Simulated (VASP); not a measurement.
# SrVO3 (Pm-3m) in VASP: notebook

The runs below take SrVO3 through single point, with PBE.

All numbers are computed with VASP 6.6.1; they aren't measurements. Logs are shortened: lines on timing, memory, paths and dates and some standing lists are left out, and cuts for length are marked.

## Step 1: The cell of the first run

Symmetry: Pm-3m, No. 221, cubic system. Conventional cell: a = 3.820 Å, b = 3.820 Å, c = 3.820 Å, α = 90.00°, β = 90.00°, γ = 90.00°. Sr (site symmetry m-3m) has 12 O at 2.70 Å and 8 V at 3.31 Å within 3.6 Å. V (site symmetry m-3m) has 6 O at 1.91 Å within 2.5 Å. Within 2.5 Å of O (site symmetry 4/mmm) lie 2 V at 1.91 Å.

## Step 2: Single point, PBE, collinear spin, ferromagnetic start (11.15 Å³/atom)

INCAR

```
SYSTEM = SrVO3
ALGO = Normal
EDIFF = 1E-6
ENCUT = 520
GGA = PE
ISIF = 2
ISMEAR = 0
ISPIN = 2
LASPH = .TRUE.
LCHARG = .FALSE.
LMAXMIX = 4
LORBIT = 11
LREAL = .FALSE.
LWAVE = .FALSE.
MAGMOM = 0 0.29 0 0 0
NBANDS = 32
NELM = 150
PREC = Accurate
SIGMA = 0.1
```

KPOINTS

```
k-points
0
G
  10 10 10
  0 0 0
```

POSCAR

```
SrVO3
1.0
    3.8198810152      0.0000000000      0.0000000000
    0.0000000000      3.8198810152      0.0000000000
    0.0000000000      0.0000000000      3.8198810152
Sr V O
1 1 3
Direct
    0.5000000000      0.5000000000      0.5000000000
    0.0000000000      0.0000000000      0.0000000000
    0.5000000000      0.0000000000      0.0000000000
    0.0000000000      0.5000000000      0.0000000000
    0.0000000000      0.0000000000      0.5000000000
```

Potentials or basis: VASP PAW PBE potentials, release 64 (Sr_sv, V_sv, O).

Command:

```
$ cat potpaw_PBE.64/Sr_sv/POTCAR potpaw_PBE.64/V_sv/POTCAR potpaw_PBE.64/O/POTCAR > POTCAR
$ mpirun -np 1 vasp_std > vasp.out
```

OUTCAR:

```text
SYSTEM = SrVO3
   EDIFF = 1E-6
   ENCUT = 520
   GGA = PE
   ISIF = 2
   ISMEAR = 0
   ISPIN = 2
   LASPH = .TRUE.
   LORBIT = 11
   LREAL = .FALSE.
   NELM = 150
   PREC = Accurate

 ion  position               nearest neighbor table
   1  0.500  0.500  0.500-   3 2.70   4 2.70   5 2.70   3 2.70   4 2.70   3 2.70   5 2.70   3 2.70
                             4 2.70   5 2.70   4 2.70   5 2.70   2 3.31   2 3.31   2 3.31   2 3.31
   2  0.000  0.000  0.000-   3 1.91   4 1.91   5 1.91   5 1.91   4 1.91   3 1.91   1 3.31   1 3.31
                             1 3.31   1 3.31   1 3.31   1 3.31   1 3.31   1 3.31
   3  0.500  0.000  0.000-   2 1.91   2 1.91   1 2.70   1 2.70   1 2.70   1 2.70
   4  0.000  0.500  0.000-   2 1.91   2 1.91   1 2.70   1 2.70   1 2.70   1 2.70
   5  0.000  0.000  0.500-   2 1.91   2 1.91   1 2.70   1 2.70   1 2.70   1 2.70

  LATTYP: Found a simple cubic cell.
 ALAT       =     3.8198810152

  Lattice vectors:

 A1 = (   3.8198810152,   0.0000000000,   0.0000000000)
 A2 = (   0.0000000000,   3.8198810152,   0.0000000000)
 A3 = (   0.0000000000,   0.0000000000,   3.8198810152)

Analysis of symmetry for initial positions (statically):
=====================================================================
 Subroutine PRICEL returns:
 Original cell was already a primitive cell.

 Routine SETGRP: Setting up the symmetry group for a
 simple cubic supercell.

 Subroutine GETGRP returns: Found 48 space group operations
 (whereof 48 operations were pure point group operations)
 out of a pool of 48 trial point group operations.

The static configuration has the point symmetry O_h .

Analysis of symmetry for dynamics (positions and initial velocities):
=====================================================================
 Subroutine PRICEL returns:
 Original cell was already a primitive cell.

 Routine SETGRP: Setting up the symmetry group for a
 simple cubic supercell.

 Subroutine GETGRP returns: Found 48 space group operations
 (whereof 48 operations were pure point group operations)
 out of a pool of 48 trial point group operations.

The dynamic configuration has the point symmetry O_h .

Analysis of structural, dynamic, and magnetic symmetry:
=====================================================================
 Subroutine PRICEL returns:
 Original cell was already a primitive cell.

 Routine SETGRP: Setting up the symmetry group for a
 simple cubic supercell.

 Subroutine GETGRP returns: Found 48 space group operations
 (whereof 48 operations were pure point group operations)
 out of a pool of 48 trial point group operations.

The overall configuration has the point symmetry O_h .

 Subroutine INISYM returns: Found 48 space group operations
 (whereof 48 operations are pure point group operations),
 and found     1 'primitive' translations

----------------------------------------------------------------------------------------

                                     Primitive cell

  volume of cell :      55.7378

  direct lattice vectors                    reciprocal lattice vectors
     3.819881015  0.000000000  0.000000000     0.261788259  0.000000000  0.000000000
     0.000000000  3.819881015  0.000000000     0.000000000  0.261788259  0.000000000
     0.000000000  0.000000000  3.819881015     0.000000000  0.000000000  0.261788259

  length of vectors
     3.819881015  3.819881015  3.819881015     0.261788259  0.261788259  0.261788259

  position of ions in fractional coordinates (direct lattice)
     0.500000000  0.500000000  0.500000000
     0.000000000  0.000000000  0.000000000
     0.500000000  0.000000000  0.000000000
     0.000000000  0.500000000  0.000000000
     0.000000000  0.000000000  0.500000000

  ion indices of the primitive-cell ions
   primitive index   ion index
                 1           1
                 2           2
                 3           3
                 4           4
                 5           5

----------------------------------------------------------------------------------------

 KPOINTS: k-points
[... 25 lines left out ...]
  0.000000  0.000000  0.000000      1.000000
  0.100000  0.000000  0.000000      6.000000
  0.200000  0.000000  0.000000      6.000000
  0.300000  0.000000  0.000000      6.000000
  0.400000  0.000000  0.000000      6.000000
  0.500000  0.000000  0.000000      3.000000
[... 16 lines left out ...]
  0.200000  0.100000  0.100000     24.000000
  0.300000  0.100000  0.100000     24.000000
 [... further k-points ...]
   k-points           NKPTS =     56   k-points in BZ     NKDIM =     56   number of bands    NBANDS=     32
   number of dos      NEDOS =    301   number of ions     NIONS =      5
   total plane-waves  NPLWV =  21952
   dimension x,y,z NGX =    28 NGY =   28 NGZ =   28
   dimension x,y,z NGXF=    56 NGYF=   56 NGZF=   56
   ions per type =               1   1   3
   NGX,Y,Z   is equivalent  to a cutoff of  12.19, 12.19, 12.19 a.u.
   NGXF,Y,Z  is equivalent  to a cutoff of  24.37, 24.37, 24.37 a.u.
 SYSTEM =  SrVO3
   PREC   = accura    normal or accurate (medium, high low for compatibility)
   ISTART =      0    job   : 0-new  1-cont  2-samecut
   ICHARG =      2    charge: 1-file 2-atom 10-const
   ISPIN  =      2    spin polarized calculation?
   LNONCOLLINEAR =      F non collinear calculations
   LSORBIT =      F    spin-orbit coupling
   LASPH  =      T    aspherical Exc in radial PAW
   ENCUT  =  520.0 eV  38.22 Ry    6.18 a.u.   7.10  7.10  7.10*2*pi/ulx,y,z
   NELM   =    150;   NELMIN=  2; NELMDL= -5     # of ELM steps
   EDIFF  = 0.1E-05   stopping-criterion for ELM
   LREAL  =      F    real-space projection
   EDIFFG = 0.1E-04   stopping-criterion for IOM
   NSW    =      0    number of steps for IOM
   IBRION =     -1    ionic relax: 0-MD 1-quasi-New 2-CG
   NFREE  =      0    steps in history (QN), initial steepest desc. (CG)
   ISIF   =      2    stress and relaxation
   ISYM   =      2    0-nonsym 1-usesym 2-fastsym
   POTIM  = 0.5000    time-step for ionic-motion
   TEBEG  =    0.0;   TEEND  =   0.0 temperature during run
   PSTRESS=    0.0 pullay stress
   NELECT =      41.0000    total number of electrons
   NUPDOWN=      -1.0000    fix difference up-down
   EMIN   =  10.00;   EMAX   =-10.00  energy-range for DOS
   EFERMI =   0.00;   METHOD = LEGACY
   ISMEAR =     0;   SIGMA  =   0.10  broadening in eV -4-tet -1-fermi 0-gaus
   EFERMI_NEDOS =   21; number of points for ismear=-14 and -15
   IALGO  =     38    algorithm
   IMIX   =      4    mixing-type and parameters
     AMIX     =   0.40;   BMIX     =  1.00
     AMIX_MAG =   1.60;   BMIX_MAG =  1.00
  volume/ion in A,a.u.               =      11.15        75.23
  Fermi-wavevector in a.u.,A,eV,Ry     =   1.477813  2.792662 29.714207  2.183933
  Thomas-Fermi vector in A             =   2.592171
   LORBIT       =     11    0 simple, 1 ext, 2 COOP (PROOUT), +10 PAW based schemes
   GGA     = PE    functional components
   LHFCALC =     F    Hartree Fock is set to
   AEXX    =    0.0000 exact exchange contribution
   IVDW    =     0    specifies the selected vdW correction
   LEPSILON=     F    determine dielectric tensor
   LRPA    =     F    only Hartree local field effects (RPA)
 spin polarized calculation
 Gauss-broadening in eV      SIGMA  =   0.10
  energy-cutoff  :      520.00
  volume of cell :       55.74
 maximum number of plane-waves:      1516
   NGX = 15   NGY = 15   NGZ = 15

 number of electron      40.9999967 magnetization       0.3081045

 Free energy of the ion-electron system (eV)
  ---------------------------------------------------
  ext. energy  EPLUGINS =         0.00000000
  ---------------------------------------------------
  free energy    TOTEN  =       -39.23827082 eV

  energy without entropy =      -39.23047578  energy(sigma->0) =      -39.23437330

 E-fermi :   6.5105     XC(G=0): -11.6646

 val. band max:        6.5083507510   @ k =   0.2000   0.2000   0.0000
 cond. band min:       6.5129381422   @ k =   0.2000   0.1000   0.0000
 fundamental gap:      0.0045873913
 Fermi energy:         6.5105438797

 spin component 1

 k-point     1 :       0.0000    0.0000    0.0000
  band No.  band energies     occupation
      1     -59.5134      1.00000
      2     -33.3552      1.00000
      3     -33.3552      1.00000
      4     -33.3552      1.00000
      5     -28.0665      1.00000
      6     -13.3959      1.00000
[... 829 lines left out ...]
     31      14.3325      0.00000
     32      19.4996      0.00000

 [... further k-points ...]

 spin component 2

 k-point     1 :       0.0000    0.0000    0.0000
  band No.  band energies     occupation
      1     -59.2070      1.00000
      2     -33.0546      1.00000
      3     -33.0546      1.00000
      4     -33.0546      1.00000
      5     -28.0664      1.00000
      6     -13.3874      1.00000
[... 829 lines left out ...]
     31      14.3451      0.00000
     32      19.5561      0.00000

 [... further k-points ...]

------------------------ aborting loop because EDIFF is reached ----------------------------------------

  FORCE on cell =-STRESS in cart. coord.  units (eV):
  Direction    XX          YY          ZZ          XY          YZ          ZX
  --------------------------------------------------------------------------------------
  -------------------------------------------------------------------------------------
  Total        2.3897770      2.3897770      2.3897770      0.0000000      0.0000000     -0.0000000
  in kB       68.6939437     68.6939437     68.6939437      0.0000000      0.0000000     -0.0000000
  external PRESSURE =      68.6939437 kB  Pullay stress =       0.0000000 kB

 VOLUME and BASIS-vectors are now :
 -----------------------------------------------------------------------------
  energy-cutoff  :      520.00
  volume of cell :       55.74
      direct lattice vectors                 reciprocal lattice vectors
     3.819881015  0.000000000  0.000000000     0.261788259  0.000000000  0.000000000
     0.000000000  3.819881015  0.000000000     0.000000000  0.261788259  0.000000000
     0.000000000  0.000000000  3.819881015     0.000000000  0.000000000  0.261788259

 POSITION                                       TOTAL-FORCE (eV/Angst)
 -----------------------------------------------------------------------------------
      1.90994      1.90994      1.90994         0.000000      0.000000      0.000000
      0.00000      0.00000      0.00000         0.000000      0.000000      0.000000
      1.90994      0.00000      0.00000         0.000000      0.000000      0.000000
      0.00000      1.90994      0.00000         0.000000      0.000000      0.000000
      0.00000      0.00000      1.90994         0.000000      0.000000      0.000000
 -----------------------------------------------------------------------------------
    total drift:                               -0.000000      0.000000     -0.000000

  FREE ENERGIE OF THE ION-ELECTRON SYSTEM (eV)
  ---------------------------------------------------
  free  energy   TOTEN  =       -39.2382708164 eV

  energy  without entropy=      -39.2304757841  energy(sigma->0) =      -39.23437330

 total charge

# of ion       s       p       d       tot
------------------------------------------
    1        2.001   5.806   0.227   8.033
    2        2.292   6.363   2.979  11.634
    3        1.565   3.492   0.000   5.057
    4        1.565   3.492   0.000   5.057
    5        1.565   3.492   0.000   5.057
--------------------------------------------------
tot          8.988  22.644   3.206  34.838

 magnetization (x)

# of ion       s       p       d       tot
------------------------------------------
    1       -0.000  -0.000   0.001   0.000
    2        0.002   0.002   0.285   0.289
    3       -0.000  -0.001   0.000  -0.002
    4       -0.000  -0.001   0.000  -0.002
    5       -0.000  -0.001   0.000  -0.002
--------------------------------------------------
tot          0.001  -0.002   0.286   0.285
```

It took 3.7 min on 1 thread of Intel Xeon 8259CL, shared host; peak memory 0.28 GiB.

What came out:

* Free energy: -39.2383 eV
* Pressure: 6.9 GPa
* Net moment: 0.31 μB per cell
* Site moments: Sr +0.00; V +0.29; O -0.00 μB
* Valence electrons inside the program's atomic spheres: Sr 8.03; V 11.63; O 5.06

Levels at points of the mesh, in eV from the Fermi level:
Spin up:
| k point | band 17 | band 18 | band 19 | band 20 | band 21 | band 22 | band 23 | band 24 |
| --- | --- | --- | --- | --- | --- | --- | --- | --- |
| (0.00, 0.00, 0.00) | -3.35 | -2.47 | -2.47 | -2.47 | -1.16 | -1.16 | -1.16 | 1.24 |
| (0.50, 0.00, 0.00) | -4.68 | -4.23 | -2.93 | -2.93 | -1.04 | 0.84 | 0.84 | 1.26 |
| (0.50, 0.50, 0.00) | -4.19 | -3.71 | -3.71 | -2.19 | 0.81 | 0.81 | 1.17 | 2.31 |
| (0.50, 0.50, 0.50) | -6.05 | -2.09 | -2.09 | -2.09 | 1.41 | 1.41 | 1.41 | 5.22 |
Spin down:
| k point | band 17 | band 18 | band 19 | band 20 | band 21 | band 22 | band 23 | band 24 |
| --- | --- | --- | --- | --- | --- | --- | --- | --- |
| (0.00, 0.00, 0.00) | -3.34 | -2.47 | -2.47 | -2.47 | -0.83 | -0.83 | -0.83 | 1.40 |
| (0.50, 0.00, 0.00) | -4.63 | -4.23 | -2.93 | -2.93 | -0.69 | 1.13 | 1.13 | 1.42 |
| (0.50, 0.50, 0.00) | -4.17 | -3.70 | -3.70 | -2.19 | 1.11 | 1.11 | 1.49 | 2.45 |
| (0.50, 0.50, 0.50) | -5.99 | -2.09 | -2.09 | -2.09 | 1.73 | 1.73 | 1.73 | 5.23 |

Caveat: the cell stands under pressure; a moment this small can come from the mesh or the smearing; semilocal functionals often make such compounds metallic where correlation or magnetic order opens a gap, which also shifts bond lengths.

## Step 3: Single point, PBE, collinear spin, ferromagnetic start

This run uses another cell than the first one, of 11.33 Å³/atom.

INCAR

```
PREC = Accurate
ENCUT = 520
EDIFF = 1E-7
ISMEAR = 0
SIGMA = 0.1
LREAL = F
LASPH = T
NELM = 150
ALGO = Normal
ISIF = 2
LWAVE = F
LCHARG = F
ISPIN = 2
MAGMOM = 0 0.29 0 0 0
LORBIT = 11
LMAXMIX = 4
GGA = PE
NBANDS = 32
```

KPOINTS

```
Automatic mesh
0
Gamma
  10 10 10
```

POSCAR: that of step 2 with these lines changed.

```diff
@@ -2,5 +2,5 @@
 1.0
-    3.8198810152      0.0000000000      0.0000000000
-    0.0000000000      3.8198810152      0.0000000000
-    0.0000000000      0.0000000000      3.8198810152
+    3.8409000000      0.0000000000      0.0000000000
+    0.0000000000      3.8409000000      0.0000000000
+    0.0000000000      0.0000000000      3.8409000000
 Sr V O
```

Potentials or basis: VASP PAW PBE potentials, release 64 (Sr_sv, V_sv, O).

Command:

```
$ cat potpaw_PBE.64/Sr_sv/POTCAR potpaw_PBE.64/V_sv/POTCAR potpaw_PBE.64/O/POTCAR > POTCAR
$ mpirun -np 1 vasp_std > vasp.out
```

Run time: 5.2 min. Hardware: 1 thread of Intel Xeon 8259CL, shared host; peak memory 0.31 GiB.

Results (log left out):

* Free energy: -39.2693 eV
* Pressure: 3.5 GPa
* Net moment: 0.32 μB per cell
* Site moments: Sr +0.00; V +0.31; O -0.00 μB
* Valence electrons inside the program's atomic spheres: Sr 8.02; V 11.59; O 5.05

Levels at points of the mesh, in eV from the Fermi level:
Spin up:
```tsv
k point	band 18	band 19	band 20	band 21	band 22	band 23
(0.00, 0.00, 0.00)	-2.44	-2.44	-2.44	-1.15	-1.15	-1.15
(0.50, 0.00, 0.00)	-4.14	-2.89	-2.89	-1.03	0.80	0.80
(0.50, 0.50, 0.00)	-3.66	-3.66	-2.15	0.77	0.77	1.12
(0.50, 0.50, 0.50)	-2.05	-2.05	-2.05	1.36	1.36	1.36
```
Spin down:
```
           k point  band 18  band 19  band 20  band 21  band 22  band 23
(0.00, 0.00, 0.00)    -2.44    -2.44    -2.44    -0.80    -0.80    -0.80
(0.50, 0.00, 0.00)    -4.14    -2.89    -2.89    -0.67     1.10     1.10
(0.50, 0.50, 0.00)    -3.65    -3.65    -2.15     1.09     1.09     1.46
(0.50, 0.50, 0.50)    -2.05    -2.05    -2.05     1.69     1.69     1.69
```

Caveat: the cell stands under pressure; a moment this small can come from the mesh or the smearing; semilocal functionals often make such compounds metallic where correlation or magnetic order opens a gap, which also shifts bond lengths. With open d or f shells a metallic result of PBE can be an artefact of self-interaction; +U or a hybrid may open a gap.

## Step 4: Single point, PBE, collinear spin, ferromagnetic start

This run uses another cell than the first one, of 11.49 Å³/atom.

INCAR

```
PREC = Accurate ; ENCUT = 520
EDIFF = 1E-6 ; ISMEAR = 0
SIGMA = 0.1 ; LREAL = F
LASPH = T ; NELM = 150
ALGO = Normal ; ISIF = 2
LWAVE = F ; LCHARG = T
ISPIN = 2 ; MAGMOM = 0 0.42 0 0 0
LORBIT = 11 ; LMAXMIX = 4
GGA = PE ; LELF = T
LVHAR = T ; NBANDS = 32
```

KPOINTS

```
regular mesh
0
Gamma
  10 10 10
```

POSCAR: that of step 3 with these lines changed.

```diff
@@ -2,5 +2,5 @@
 1.0
-    3.8409000000      0.0000000000      0.0000000000
-    0.0000000000      3.8409000000      0.0000000000
-    0.0000000000      0.0000000000      3.8409000000
+    3.8588620852      0.0000000000      0.0000000000
+    0.0000000000      3.8588620852      0.0000000000
+    0.0000000000      0.0000000000      3.8588620852
 Sr V O
```

Command:

```
$ cat potpaw_PBE.64/Sr_sv/POTCAR potpaw_PBE.64/V_sv/POTCAR potpaw_PBE.64/O/POTCAR > POTCAR
$ mpirun -np 1 vasp_std > vasp.out
```

Wall time 4.6 min (1 thread of Intel Xeon 8259CL, shared host); peak memory 0.31 GiB.

It converged, with:

| Quantity | Value |
| --- | --- |
| Free energy | -39.2812 eV |
| Pressure | 0.9 GPa |
| Net moment | 0.34 μB per cell |
| Site moments | Sr +0.00; V +0.32; O -0.00 μB |
| Valence electrons inside the program's atomic spheres | Sr 8.01; V 11.56; O 5.04 |

Levels at points of the mesh, in eV from the Fermi level:
Spin up:
```csv
k point,band 18,band 19,band 20,band 21,band 22,band 23
"(0.00, 0.00, 0.00)",-2.41,-2.41,-2.41,-1.14,-1.14,-1.14
"(0.50, 0.00, 0.00)",-4.06,-2.85,-2.85,-1.03,0.77,0.77
"(0.50, 0.50, 0.00)",-3.61,-3.61,-2.11,0.74,0.74,1.08
"(0.50, 0.50, 0.50)",-2.02,-2.02,-2.02,1.31,1.31,1.31
```
Spin down:
```
           k point  band 16  band 17  band 18  band 19  band 20  band 21  band 22  band 23  band 24  band 25
(0.00, 0.00, 0.00)    -3.22    -3.22    -2.41    -2.41    -2.41    -0.77    -0.77    -0.77     1.30     1.30
(0.50, 0.00, 0.00)    -4.48    -4.48    -4.06    -2.85    -2.85    -0.64     1.09     1.09     1.32     3.56
(0.50, 0.50, 0.00)    -5.00    -4.10    -3.60    -3.60    -2.11     1.07     1.07     1.44     2.30     5.41
(0.50, 0.50, 0.50)    -5.83    -5.83    -2.02    -2.02    -2.02     1.66     1.66     1.66     5.18     5.18
```

Caveat: a moment this small can come from the mesh or the smearing; semilocal functionals often make such compounds metallic where correlation or magnetic order opens a gap, which also shifts bond lengths. With open d or f shells a metallic result of PBE can be an artefact of self-interaction; +U or a hybrid may open a gap.

## Step 5: Overview

```tsv
cell	gap on the mesh (eV)	pressure (GPa)	moment (μB)
a = 3.820 Å, 5 atoms	none	6.9	0.31
a = 3.841 Å, 5 atoms	none	3.5	0.32
a = 3.859 Å, 5 atoms	none	0.9	0.34
```

Alike in all rows: task single point; level PBE; potentials or basis VASP PAW PBE potentials, release 64 (Sr_sv, V_sv, O); spin collinear, ferromagnetic start; k mesh 10 × 10 × 10; cutoff (eV) 520; smearing gaussian 0.1 eV.

Caveats: a moment this small can come from the mesh or the smearing; semilocal functionals often make such compounds metallic where correlation or magnetic order opens a gap, which also shifts bond lengths; the cell stands under pressure (at least some runs).

Absolute energies hang on the potentials; compare differences alone.

The gap in the log of VASP goes by the Fermi energy; the results here count the filled bands.